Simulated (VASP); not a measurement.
# AlNi (Cmmm) in VASP: single point with r2SCAN

Aim: the single point of AlNi with r2SCAN.

Everything below comes from runs of VASP 6.6.1. Logs are shortened: lines on timing, memory, paths and dates and some standing lists are left out, and cuts for length are marked.

### Step 1. The cell of the first run

Symmetry: Cmmm, No. 65, orthorhombic system. Conventional cell: a = 3.815 Å, b = 3.843 Å, c = 3.202 Å, α = 90.00°, β = 90.00°, γ = 90.00°. Within 3.3 Å of Al (site symmetry mmm) lie 8 Ni at 2.49 to 2.50 Å and 6 Al at 2.71 to 3.20 Å. Ni (site symmetry mmm) has 8 Al at 2.49 to 2.50 Å and 6 Ni at 2.71 to 3.20 Å within 3.3 Å.

### Step 2. Single point, r2SCAN

POSCAR

```
AlNi
1.0
    1.9074192730     -1.9216815732      0.0000000000
    1.9074192730      1.9216815732      0.0000000000
    0.0000000000      0.0000000000      3.2019020154
Al Ni
1 1
Direct
    0.0000000000      0.0000000000      0.0000000000
    0.5000000000      0.5000000000      0.5000000000
```

INCAR.step1

```
SYSTEM = AlNi
ALGO = Normal
EDIFF = 1E-4
ENCUT = 520
GGA = PE
ISMEAR = 0
LASPH = .TRUE.
LCHARG = .FALSE.
LREAL = .FALSE.
LWAVE = .TRUE.
NBANDS = 14
NELM = 60
PREC = Accurate
SIGMA = 0.15
```

INCAR.step2

```
SYSTEM = AlNi
ALGO = Normal
EDIFF = 1E-6
ENCUT = 520
ISIF = 2
ISMEAR = 0
ISTART = 1
LASPH = .TRUE.
LCHARG = .TRUE.
LELF = .TRUE.
LMIXTAU = .TRUE.
LREAL = .FALSE.
LVHAR = .TRUE.
LWAVE = .FALSE.
METAGGA = R2SCAN
NBANDS = 14
NELM = 60
PREC = Accurate
SIGMA = 0.15
```

KPOINTS

```
k-points
0
G
  20 20 18
  0 0 0
```

Potentials or basis: VASP PAW PBE potentials, release 64 (Al, Ni).

Launch:

```
> cat potpaw_PBE.64/Al/POTCAR potpaw_PBE.64/Ni/POTCAR > POTCAR
> cp INCAR.step1 INCAR
> mpirun -np 1 vasp_std > vasp.out
> cp INCAR.step2 INCAR
> mpirun -np 1 vasp_std > vasp.out
```

OUTCAR:

```text
SYSTEM = AlNi
   EDIFF = 1E-6
   ENCUT = 520
   ISIF = 2
   ISMEAR = 0
   ISTART = 1
   LASPH = .TRUE.
   LREAL = .FALSE.
   METAGGA = R2SCAN
   NELM = 60
   PREC = Accurate

 ion  position               nearest neighbor table
   1  0.000  0.000  0.000-   2 2.49   2 2.49   2 2.49   2 2.49   2 2.50   2 2.50   2 2.50   2 2.50

   2  0.500  0.500  0.500-   1 2.49   1 2.49   1 2.49   1 2.49   1 2.50   1 2.50   1 2.50   1 2.50

  LATTYP: Found a base centered orthorhombic cell.
 ALAT       =     3.8148385460
 B/A-ratio  =     1.0074772759
 C/A-ratio  =     0.8393283167

  Lattice vectors:

 A1 = (   1.9074192730,  -1.9216815732,   0.0000000000)
 A2 = (   1.9074192730,   1.9216815732,   0.0000000000)
 A3 = (   0.0000000000,   0.0000000000,   3.2019020154)

Analysis of symmetry for initial positions (statically):
=====================================================================
 Subroutine PRICEL returns:
 Original cell was already a primitive cell.

 Routine SETGRP: Setting up the symmetry group for a
 base centered orthorhombic supercell.

 Subroutine GETGRP returns: Found  8 space group operations
 (whereof  8 operations were pure point group operations)
 out of a pool of  8 trial point group operations.

The static configuration has the point symmetry D_2h.

Analysis of symmetry for dynamics (positions and initial velocities):
=====================================================================
 Subroutine PRICEL returns:
 Original cell was already a primitive cell.

 Routine SETGRP: Setting up the symmetry group for a
 base centered orthorhombic supercell.

 Subroutine GETGRP returns: Found  8 space group operations
 (whereof  8 operations were pure point group operations)
 out of a pool of  8 trial point group operations.

The dynamic configuration has the point symmetry D_2h.

 Subroutine INISYM returns: Found  8 space group operations
 (whereof  8 operations are pure point group operations),
 and found     1 'primitive' translations

----------------------------------------------------------------------------------------

                                     Primitive cell

  volume of cell :      23.4728

  direct lattice vectors                    reciprocal lattice vectors
     1.907419273 -1.921681573  0.000000000     0.262134292 -0.260188788  0.000000000
     1.907419273  1.921681573  0.000000000     0.262134292  0.260188788  0.000000000
     0.000000000  0.000000000  3.201902015     0.000000000  0.000000000  0.312314367

  length of vectors
     2.707601956  2.707601956  3.201902015     0.369340754  0.369340754  0.312314367

  position of ions in fractional coordinates (direct lattice)
     0.000000000  0.000000000  0.000000000
     0.500000000  0.500000000  0.500000000

  ion indices of the primitive-cell ions
   primitive index   ion index
                 1           1
                 2           2

----------------------------------------------------------------------------------------

 KPOINTS: k-points

Automatic generation of k-mesh.
 Grid dimensions read from file:
 generate k-points for:   20   20   18

 Generating k-lattice:

  Cartesian coordinates                     Fractional coordinates (reciprocal lattice)
     0.013106715 -0.013009439  0.000000000     0.050000000  0.000000000  0.000000000
     0.013106715  0.013009439  0.000000000     0.000000000  0.050000000  0.000000000
     0.000000000  0.000000000  0.017350798     0.000000000  0.000000000  0.055555556

  Length of vectors
     0.018467038  0.018467038  0.017350798

  Shift w.r.t. Gamma in fractional coordinates (k-lattice)
     0.000000000  0.000000000  0.000000000

 Subroutine IBZKPT returns following result:
 ===========================================

 Found   1110 irreducible k-points:

 Following reciprocal coordinates:
            Coordinates               Weight
  0.000000  0.000000  0.000000      1.000000
  0.050000  0.000000  0.000000      4.000000
  0.100000  0.000000  0.000000      4.000000
  0.150000  0.000000  0.000000      4.000000
  0.200000  0.000000  0.000000      4.000000
  0.250000  0.000000  0.000000      4.000000
[... 16 lines left out ...]
 -0.400000  0.050000  0.000000      4.000000
 -0.350000  0.050000  0.000000      4.000000
 [... further k-points ...]
   k-points           NKPTS =   1110   k-points in BZ     NKDIM =   1110   number of bands    NBANDS=     14
   number of dos      NEDOS =    301   number of ions     NIONS =      2
   total plane-waves  NPLWV =   9600
   dimension x,y,z NGX =    20 NGY =   20 NGZ =   24
   dimension x,y,z NGXF=    40 NGYF=   40 NGZF=   48
   ions per type =               1   1
   NGX,Y,Z   is equivalent  to a cutoff of  12.28, 12.28, 12.46 a.u.
   NGXF,Y,Z  is equivalent  to a cutoff of  24.56, 24.56, 24.92 a.u.
 SYSTEM =  AlNi
   PREC   = accura    normal or accurate (medium, high low for compatibility)
   ISTART =      1    job   : 0-new  1-cont  2-samecut
   ICHARG =      0    charge: 1-file 2-atom 10-const
   ISPIN  =      1    spin polarized calculation?
   LNONCOLLINEAR =      F non collinear calculations
   LSORBIT =      F    spin-orbit coupling
   LASPH  =      T    aspherical Exc in radial PAW
   ENCUT  =  520.0 eV  38.22 Ry    6.18 a.u.   5.03  5.03  5.95*2*pi/ulx,y,z
   NELM   =     60;   NELMIN=  2; NELMDL=  0     # of ELM steps
   EDIFF  = 0.1E-05   stopping-criterion for ELM
   LREAL  =      F    real-space projection
[... 7 lines left out ...]
   TEBEG  =    0.0;   TEEND  =   0.0 temperature during run
   PSTRESS=    0.0 pullay stress
   NELECT =      13.0000    total number of electrons
   NUPDOWN=      -1.0000    fix difference up-down
   EMIN   =  10.00;   EMAX   =-10.00  energy-range for DOS
   EFERMI =   0.00;   METHOD = LEGACY
   ISMEAR =     0;   SIGMA  =   0.15  broadening in eV -4-tet -1-fermi 0-gaus
   EFERMI_NEDOS =   21; number of points for ismear=-14 and -15
   IALGO  =     38    algorithm
   IMIX   =      4    mixing-type and parameters
     AMIX     =   0.40;   BMIX     =  1.00
     AMIX_MAG =   1.60;   BMIX_MAG =  1.00
  volume/ion in A,a.u.               =      11.74        79.20
  Fermi-wavevector in a.u.,A,eV,Ry     =   1.344417  2.540580 24.591955  1.807458
  Thomas-Fermi vector in A             =   2.472413
   LORBIT       =      0    0 simple, 1 ext, 2 COOP (PROOUT), +10 PAW based schemes
   METAGGA = R2SCAN    functional components
   LHFCALC =     F    Hartree Fock is set to
   AEXX    =    0.0000 exact exchange contribution
   IVDW    =     0    specifies the selected vdW correction
   LEPSILON=     F    determine dielectric tensor
   LRPA    =     F    only Hartree local field effects (RPA)
 non-spin polarized calculation
 Gauss-broadening in eV      SIGMA  =   0.15
  energy-cutoff  :      520.00
  volume of cell :       23.47
 maximum number of plane-waves:       650
   NGX = 11   NGY = 11   NGZ = 11

 number of electron      12.9999996 magnetization

 Free energy of the ion-electron system (eV)
  ---------------------------------------------------
  ext. energy  EPLUGINS =         0.00000000
  ---------------------------------------------------
  free energy    TOTEN  =       -19.98761331 eV

  energy without entropy =      -19.97668316  energy(sigma->0) =      -19.98214824

 E-fermi :  10.1457     XC(G=0): -13.1122

 val. band max:       10.1434671534   @ k =   0.4500   0.3000   0.5000
 cond. band min:      10.1470689124   @ k =   0.4500   0.2500   0.2778
 fundamental gap:      0.0036017590
 Fermi energy:        10.1456590935

 k-point     1 :       0.0000    0.0000    0.0000
  band No.  band energies     occupation
      1      -1.7471      2.00000
      2       6.4888      2.00000
      3       6.7853      2.00000
      4       8.4142      2.00000
      5       8.4334      2.00000
      6       8.7588      2.00000
      7      12.2650      0.00000
      8      16.9197      0.00000
      9      18.3575      0.00000
     10      18.3986      0.00000
     11      19.3188      0.00000
     12      26.4576      0.00000
     13      31.4333      0.00000
     14      31.4476      0.00000

 k-point     2 :       0.0500    0.0000    0.0000
  band No.  band energies     occupation
      1      -1.6924      2.00000
      2       6.5061      2.00000
      3       6.7919      2.00000
      4       8.3717      2.00000
      5       8.4288      2.00000
      6       8.7383      2.00000
      7      12.3592      0.00000
      8      16.7967      0.00000
      9      17.5194      0.00000
     10      18.4419      0.00000
     11      20.1764      0.00000
     12      26.7157      0.00000
     13      30.4474      0.00000
     14      31.4546      0.00000

 k-point     3 :       0.1000    0.0000    0.0000
  band No.  band energies     occupation
      1      -1.5285      2.00000
      2       6.5551      2.00000
      3       6.8079      2.00000
      4       8.2365      2.00000
      5       8.4374      2.00000
      6       8.6797      2.00000
      7      12.6272      0.00000
      8      15.7812      0.00000
      9      17.1759      0.00000
     10      18.6310      0.00000
     11      21.1692      0.00000
     12      27.4835      0.00000
     13      28.9348      0.00000
     14      31.4962      0.00000

 k-point     4 :       0.1500    0.0000    0.0000
  band No.  band energies     occupation
      1      -1.2570      2.00000
      2       6.6246      2.00000
      3       6.8231      2.00000
      4       8.0473      2.00000
      5       8.4523      2.00000
      6       8.5908      2.00000
      7      13.0372      0.00000
      8      14.4190      0.00000
      9      17.2124      0.00000
     10      18.9386      0.00000
     11      21.9415      0.00000
     12      27.4100      0.00000
     13      28.6936      0.00000
     14      30.6507      0.00000

 k-point     5 :       0.2000    0.0000    0.0000
  band No.  band energies     occupation
      1      -0.8800      2.00000
      2       6.6734      2.00000
      3       6.8386      2.00000
      4       7.8379      2.00000
      5       8.4715      2.00000
      6       8.4823      2.00000
      7      13.1160      0.00000
      8      13.5578      0.00000
      9      17.3101      0.00000
     10      19.3552      0.00000
     11      22.5318      0.00000
[... 276 lines left out ...]
 k-point    22 :      -0.4500    0.0500    0.0000
  band No.  band energies     occupation
      1       2.4461      2.00000
      2       4.2501      2.00000
      3       7.1239      2.00000
      4       7.2464      2.00000
      5       8.0230      2.00000
      6       8.5266      2.00000
      7       9.9552      1.92741
      8      17.1594      0.00000
      9      18.0681      0.00000
     10      19.9733      0.00000
     11      22.0884      0.00000
     12      23.3414      0.00000
     13      24.3072      0.00000
     14      27.1349      0.00000

 k-point    23 :      -0.4000    0.0500    0.0000
  band No.  band energies     occupation
      1       1.6353      2.00000
      2       5.0870      2.00000
      3       7.1932      2.00000
      4       7.1947      2.00000
      5       8.0700      2.00000
      6       8.5162      2.00000
      7      10.1181      1.20514
      8      16.4199      0.00000
      9      17.9288      0.00000
     10      20.9228      0.00000
     11      21.3557      0.00000
     12      23.6115      0.00000
     13      25.2761      0.00000
     14      26.7720      0.00000

 k-point    24 :      -0.3500    0.0500    0.0000
  band No.  band energies     occupation
      1       0.8885      2.00000
      2       5.8070      2.00000
      3       7.1157      2.00000
      4       7.3057      2.00000
      5       8.1420      2.00000
      6       8.4999      2.00000
      7      10.4711      0.00215
      8      15.6493      0.00000
      9      17.7409      0.00000
     10      20.6320      0.00000
     11      22.0444      0.00000
     12      23.8764      0.00000
     13      26.3529      0.00000
     14      26.6959      0.00000

 [... further k-points ...]
[... 5 lines left out ...]
  --------------------------------------------------------------------------------------
  -------------------------------------------------------------------------------------
  Total        0.6771316      0.4687541     -0.7473686     -0.0000000      0.0000000      0.0000000
  in kB       46.2187329     31.9955820    -51.0128763     -0.0000000      0.0000000      0.0000000
  external PRESSURE =       9.0671462 kB  Pullay stress =       0.0000000 kB

 VOLUME and BASIS-vectors are now :
 -----------------------------------------------------------------------------
  energy-cutoff  :      520.00
  volume of cell :       23.47
      direct lattice vectors                 reciprocal lattice vectors
     1.907419273 -1.921681573  0.000000000     0.262134292 -0.260188788  0.000000000
     1.907419273  1.921681573  0.000000000     0.262134292  0.260188788  0.000000000
     0.000000000  0.000000000  3.201902015     0.000000000  0.000000000  0.312314367

 POSITION                                       TOTAL-FORCE (eV/Angst)
 -----------------------------------------------------------------------------------
      0.00000      0.00000      0.00000         0.000000      0.000000      0.000000
      1.90742      0.00000      1.60095        -0.000000     -0.000000      0.000000
 -----------------------------------------------------------------------------------
    total drift:                                0.000000      0.000000      0.000000

  FREE ENERGIE OF THE ION-ELECTRON SYSTEM (eV)
  ---------------------------------------------------
  free  energy   TOTEN  =       -19.9876133078 eV

  energy  without entropy=      -19.9766831629  energy(sigma->0) =      -19.98214824
```

It took 8.9 min on 1 thread of AMD EPYC 9R45 (Zen 5), shared host; peak memory 0.42 GiB.

What came out:

```yaml
Free_energy: -19.9876 eV
Pressure: 0.9 GPa
Band_gap_on_the_k_mesh: zero (an odd number of electrons rules out a gap without spin polarisation)
```

Levels at points of the mesh, in eV from the Fermi level:
| k point | band 3 | band 4 | band 5 | band 6 | band 7 | band 8 | band 9 | band 10 | band 11 | band 12 |
| --- | --- | --- | --- | --- | --- | --- | --- | --- | --- | --- |
| (0.00, 0.00, 0.00) | -3.36 | -1.73 | -1.71 | -1.39 | 2.12 | 6.77 | 8.21 | 8.25 | 9.17 | 16.31 |
| (0.50, 0.00, 0.00) | -3.05 | -2.90 | -2.13 | -1.58 | -0.23 | 7.32 | 7.98 | 9.33 | 12.95 | 13.12 |
| (0.50, 0.50, 0.00) | -2.66 | -2.66 | -2.36 | -2.22 | -0.76 | 2.59 | 3.84 | 11.06 | 13.64 | 13.73 |
| (0.00, 0.00, 0.50) | -3.09 | -2.09 | -2.06 | -1.55 | -1.36 | 8.89 | 12.36 | 12.40 | 12.52 | 12.53 |
| (0.50, 0.00, 0.50) | -3.68 | -3.05 | -2.08 | -1.89 | -1.41 | 1.43 | 2.21 | 15.28 | 16.52 | 17.04 |
| (0.50, 0.50, 0.50) | -4.29 | -1.34 | -0.75 | 1.82 | 2.25 | 2.38 | 4.04 | 4.15 | 4.76 | 5.88 |

Caveat: the stress differs along the axes, from -5 to 5 GPa; the PAW data sets were made with another functional, which shifts forces and pressure a little. Spin polarisation is off, so any magnetic state and its effect on volume and gap are missing.
